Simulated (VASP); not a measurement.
# GaN (kpbe) (F-43m) in VASP: notebook

The runs below take GaN (kpbe) through single point, relaxation of cell and atoms, with PBE.

Everything below comes from runs of VASP 6.6.1. Logs are shortened: lines on timing, memory, paths and dates and some standing lists are left out, and cuts for length are marked.

**1. The cell of the first run**

The structure is cubic, space group F-43m (No. 216). The conventional cell has a = 4.507 Å, b = 4.507 Å, c = 4.507 Å, α = 90.00°, β = 90.00°, γ = 90.00°. Within 2.6 Å of Ga (site symmetry -43m) lie 4 N at 1.95 Å. Within 2.6 Å of N (site symmetry -43m) lie 4 Ga at 1.95 Å.

**2. Single point, PBE**

INCAR reads:

```
SYSTEM = GaN
PREC = Accurate ; ENCUT = 520
EDIFF = 1E-6 ; ISMEAR = 0
SIGMA = 0.1 ; LREAL = .FALSE.
LASPH = .TRUE. ; NELM = 100
ALGO = Normal ; ISIF = 2
LWAVE = .FALSE. ; LCHARG = .FALSE.
GGA = PE ; NBANDS = 16
```

KPOINTS reads:

```
Automatic mesh
0
G
  8 8 8
  0 0 0
```

POSCAR reads:

```
GaN
1.0
    0.0000000000      2.2535006100      2.2535006100
    2.2535006100      0.0000000000      2.2535006100
    2.2535006100      2.2535006100      0.0000000000
Ga N
1 1
Direct
    0.0000000000      0.0000000000      0.0000000000
    0.2500000000      0.2500000000      0.2500000000
```

Potentials or basis: VASP PAW PBE potentials, release 64 (Ga_d, N).

Launch:

```sh
$ cat potpaw_PBE.64/Ga_d/POTCAR potpaw_PBE.64/N/POTCAR > POTCAR
$ mpirun -np 1 vasp_std > vasp.out
```

OUTCAR:

```text
SYSTEM = GaN
   PREC = Accurate
   ENCUT = 520
   EDIFF = 1E-6
   ISMEAR = 0
   LREAL = .FALSE.
   LASPH = .TRUE.
   NELM = 100
   ISIF = 2
   GGA = PE

 ion  position               nearest neighbor table
   1  0.000  0.000  0.000-   2 1.95   2 1.95   2 1.95   2 1.95
   2  0.250  0.250  0.250-   1 1.95   1 1.95   1 1.95   1 1.95

  LATTYP: Found a face centered cubic cell.
 ALAT       =     4.5070012200

  Lattice vectors:

 A1 = (   0.0000000000,   2.2535006100,   2.2535006100)
 A2 = (   2.2535006100,   0.0000000000,   2.2535006100)
 A3 = (   2.2535006100,   2.2535006100,   0.0000000000)

Analysis of symmetry for initial positions (statically):
=====================================================================
 Subroutine PRICEL returns:
 Original cell was already a primitive cell.

 Routine SETGRP: Setting up the symmetry group for a
 face centered cubic supercell.

 Subroutine GETGRP returns: Found 24 space group operations
 (whereof 24 operations were pure point group operations)
 out of a pool of 48 trial point group operations.

The static configuration has the point symmetry T_d .

Analysis of symmetry for dynamics (positions and initial velocities):
=====================================================================
 Subroutine PRICEL returns:
 Original cell was already a primitive cell.

 Routine SETGRP: Setting up the symmetry group for a
 face centered cubic supercell.

 Subroutine GETGRP returns: Found 24 space group operations
 (whereof 24 operations were pure point group operations)
 out of a pool of 48 trial point group operations.

The dynamic configuration has the point symmetry T_d .

 Subroutine INISYM returns: Found 24 space group operations
 (whereof 24 operations are pure point group operations),
 and found     1 'primitive' translations

----------------------------------------------------------------------------------------

                                     Primitive cell

  volume of cell :      22.8877

  direct lattice vectors                    reciprocal lattice vectors
     0.000000000  2.253500610  2.253500610    -0.221877020  0.221877020  0.221877020
     2.253500610  0.000000000  2.253500610     0.221877020 -0.221877020  0.221877020
     2.253500610  2.253500610  0.000000000     0.221877020  0.221877020 -0.221877020

  length of vectors
     3.186931125  3.186931125  3.186931125     0.384302272  0.384302272  0.384302272

  position of ions in fractional coordinates (direct lattice)
     0.000000000  0.000000000  0.000000000
     0.250000000  0.250000000  0.250000000

  ion indices of the primitive-cell ions
   primitive index   ion index
                 1           1
                 2           2

----------------------------------------------------------------------------------------

 KPOINTS: Automatic mesh

Automatic generation of k-mesh.
 Grid dimensions read from file:
 generate k-points for:    8    8    8

 Generating k-lattice:

  Cartesian coordinates                     Fractional coordinates (reciprocal lattice)
    -0.027734628  0.027734628  0.027734628     0.125000000  0.000000000  0.000000000
     0.027734628 -0.027734628  0.027734628     0.000000000  0.125000000  0.000000000
     0.027734628  0.027734628 -0.027734628     0.000000000  0.000000000  0.125000000

  Length of vectors
     0.048037784  0.048037784  0.048037784

  Shift w.r.t. Gamma in fractional coordinates (k-lattice)
     0.000000000  0.000000000  0.000000000

 Subroutine IBZKPT returns following result:
 ===========================================

 Found     29 irreducible k-points:

 Following reciprocal coordinates:
            Coordinates               Weight
  0.000000  0.000000  0.000000      1.000000
  0.125000  0.000000  0.000000      8.000000
  0.250000  0.000000  0.000000      8.000000
  0.375000  0.000000  0.000000      8.000000
  0.500000  0.000000  0.000000      4.000000
  0.125000  0.125000  0.000000      6.000000
[... 16 lines left out ...]
  0.500000  0.250000  0.125000     48.000000
 -0.375000  0.250000  0.125000     24.000000
 [... further k-points ...]
   k-points           NKPTS =     29   k-points in BZ     NKDIM =     29   number of bands    NBANDS=     16
   number of dos      NEDOS =    301   number of ions     NIONS =      2
   total plane-waves  NPLWV =  13824
   dimension x,y,z NGX =    24 NGY =   24 NGZ =   24
   dimension x,y,z NGXF=    48 NGYF=   48 NGZF=   48
   ions per type =               1   1
   NGX,Y,Z   is equivalent  to a cutoff of  12.52, 12.52, 12.52 a.u.
   NGXF,Y,Z  is equivalent  to a cutoff of  25.04, 25.04, 25.04 a.u.
 SYSTEM =  GaN
   PREC   = accura    normal or accurate (medium, high low for compatibility)
   ISTART =      0    job   : 0-new  1-cont  2-samecut
   ICHARG =      2    charge: 1-file 2-atom 10-const
   ISPIN  =      1    spin polarized calculation?
   LNONCOLLINEAR =      F non collinear calculations
   LSORBIT =      F    spin-orbit coupling
   LASPH  =      T    aspherical Exc in radial PAW
   ENCUT  =  520.0 eV  38.22 Ry    6.18 a.u.   5.93  5.93  5.93*2*pi/ulx,y,z
   NELM   =    100;   NELMIN=  2; NELMDL= -5     # of ELM steps
   EDIFF  = 0.1E-05   stopping-criterion for ELM
   LREAL  =      F    real-space projection
   EDIFFG = 0.1E-04   stopping-criterion for IOM
   NSW    =      0    number of steps for IOM
   IBRION =     -1    ionic relax: 0-MD 1-quasi-New 2-CG
   NFREE  =      0    steps in history (QN), initial steepest desc. (CG)
   ISIF   =      2    stress and relaxation
   ISYM   =      2    0-nonsym 1-usesym 2-fastsym
   POTIM  = 0.5000    time-step for ionic-motion
   TEBEG  =    0.0;   TEEND  =   0.0 temperature during run
   PSTRESS=    0.0 pullay stress
   NELECT =      18.0000    total number of electrons
   NUPDOWN=      -1.0000    fix difference up-down
   EMIN   =  10.00;   EMAX   =-10.00  energy-range for DOS
   EFERMI =   0.00;   METHOD = LEGACY
   ISMEAR =     0;   SIGMA  =   0.10  broadening in eV -4-tet -1-fermi 0-gaus
   EFERMI_NEDOS =   21; number of points for ismear=-14 and -15
   IALGO  =     38    algorithm
   IMIX   =      4    mixing-type and parameters
     AMIX     =   0.40;   BMIX     =  1.00
     AMIX_MAG =   1.60;   BMIX_MAG =  1.00
  volume/ion in A,a.u.               =      11.44        77.23
  Fermi-wavevector in a.u.,A,eV,Ry     =   1.511117  2.855596 31.068543  2.283473
  Thomas-Fermi vector in A             =   2.621216
   LORBIT       =      0    0 simple, 1 ext, 2 COOP (PROOUT), +10 PAW based schemes
   GGA     = PE    functional components
   LHFCALC =     F    Hartree Fock is set to
   AEXX    =    0.0000 exact exchange contribution
   IVDW    =     0    specifies the selected vdW correction
   LEPSILON=     F    determine dielectric tensor
   LRPA    =     F    only Hartree local field effects (RPA)
 non-spin polarized calculation
 Gauss-broadening in eV      SIGMA  =   0.10
  energy-cutoff  :      520.00
  volume of cell :       22.89
 maximum number of plane-waves:       636
   NGX = 11   NGY = 11   NGZ = 11

 number of electron      18.0000004 magnetization

 Free energy of the ion-electron system (eV)
  ---------------------------------------------------
  ext. energy  EPLUGINS =         0.00000000
  ---------------------------------------------------
  free energy    TOTEN  =       -12.14275254 eV

  energy without entropy =      -12.14275254  energy(sigma->0) =      -12.14275254

 E-fermi :   5.7618     XC(G=0): -11.6668

 val. band max:        5.2818063632   @ k =   0.0000   0.0000   0.0000
 cond. band min:       7.0059829767   @ k =   0.0000   0.0000   0.0000
 fundamental gap:      1.7241766135
 Fermi energy:         5.7617539209

 k-point     1 :       0.0000    0.0000    0.0000
  band No.  band energies     occupation
      1     -10.6518      2.00000
      2      -8.1604      2.00000
      3      -8.1604      2.00000
      4      -8.1604      2.00000
      5      -7.8407      2.00000
      6      -7.8407      2.00000
[... 8 lines left out ...]
     15      24.1370      0.00000
     16      24.1370      0.00000

 k-point     2 :       0.1250    0.0000    0.0000
  band No.  band energies     occupation
      1     -10.4837      2.00000
      2      -8.1398      2.00000
      3      -8.1398      2.00000
      4      -8.0961      2.00000
      5      -7.8423      2.00000
      6      -7.8423      2.00000
[... 8 lines left out ...]
     15      22.5416      0.00000
     16      22.5721      0.00000

 k-point     3 :       0.2500    0.0000    0.0000
  band No.  band energies     occupation
      1     -10.1087      2.00000
      2      -8.0994      2.00000
      3      -8.0994      2.00000
      4      -7.8359      2.00000
      5      -7.8359      2.00000
      6      -7.7953      2.00000
[... 8 lines left out ...]
     15      22.1538      0.00000
     16      22.1538      0.00000

 k-point     4 :       0.3750    0.0000    0.0000
  band No.  band energies     occupation
      1      -9.8254      2.00000
      2      -8.0767      2.00000
      3      -8.0767      2.00000
      4      -7.8102      2.00000
      5      -7.8102      2.00000
      6      -7.1102      2.00000
[... 8 lines left out ...]
     15      23.5593      0.00000
     16      23.5593      0.00000
[... 324 lines left out ...]
 k-point    22 :       0.3750    0.2500    0.1250
  band No.  band energies     occupation
      1      -9.8766      2.00000
      2      -8.0562      2.00000
      3      -8.0370      2.00000
      4      -7.9215      2.00000
      5      -7.8126      2.00000
      6      -7.4374      2.00000
[... 8 lines left out ...]
     15      24.4094      0.00000
     16      26.6188      0.00000

 k-point    23 :       0.5000    0.2500    0.1250
  band No.  band energies     occupation
      1      -9.6979      2.00000
      2      -8.0506      2.00000
      3      -8.0059      2.00000
      4      -7.8874      2.00000
      5      -7.8060      2.00000
      6      -6.7406      2.00000
[... 8 lines left out ...]
     15      24.4989      0.00000
     16      26.4185      0.00000

 k-point    24 :      -0.3750    0.2500    0.1250
  band No.  band energies     occupation
      1      -9.6453      2.00000
      2      -8.0562      2.00000
      3      -7.9942      2.00000
      4      -7.8606      2.00000
      5      -7.8077      2.00000
      6      -6.2854      2.00000
[... 8 lines left out ...]
     15      24.0839      0.00000
     16      26.3562      0.00000

 [... further k-points ...]

------------------------ aborting loop because EDIFF is reached ----------------------------------------

  FORCE on cell =-STRESS in cart. coord.  units (eV):
  Direction    XX          YY          ZZ          XY          YZ          ZX
  --------------------------------------------------------------------------------------
  -------------------------------------------------------------------------------------
  Total        0.7259765      0.7259765      0.7259765      0.0000000      0.0000000      0.0000000
  in kB       50.8194642     50.8194642     50.8194642      0.0000000      0.0000000      0.0000000
  external PRESSURE =      50.8194642 kB  Pullay stress =       0.0000000 kB

 VOLUME and BASIS-vectors are now :
 -----------------------------------------------------------------------------
  energy-cutoff  :      520.00
  volume of cell :       22.89
      direct lattice vectors                 reciprocal lattice vectors
     0.000000000  2.253500610  2.253500610    -0.221877020  0.221877020  0.221877020
     2.253500610  0.000000000  2.253500610     0.221877020 -0.221877020  0.221877020
     2.253500610  2.253500610  0.000000000     0.221877020  0.221877020 -0.221877020

 POSITION                                       TOTAL-FORCE (eV/Angst)
 -----------------------------------------------------------------------------------
      0.00000      0.00000      0.00000         0.000000      0.000000      0.000000
      1.12675      1.12675      1.12675        -0.000000     -0.000000     -0.000000
 -----------------------------------------------------------------------------------
    total drift:                                0.000002      0.000002      0.000002

  FREE ENERGIE OF THE ION-ELECTRON SYSTEM (eV)
  ---------------------------------------------------
  free  energy   TOTEN  =       -12.1427525382 eV

  energy  without entropy=      -12.1427525382  energy(sigma->0) =      -12.14275254
```

Wall time 4.1 s (1 thread of Intel Xeon 6975P-C (Granite Rapids), shared host); peak memory 0.14 GiB.

What came out:

```yaml
Free_energy: -12.1428 eV
Pressure: 5.1 GPa
Band_gap_on_the_k_mesh: 1.72 eV, direct
```

(Part 1 of 2 ends here.)
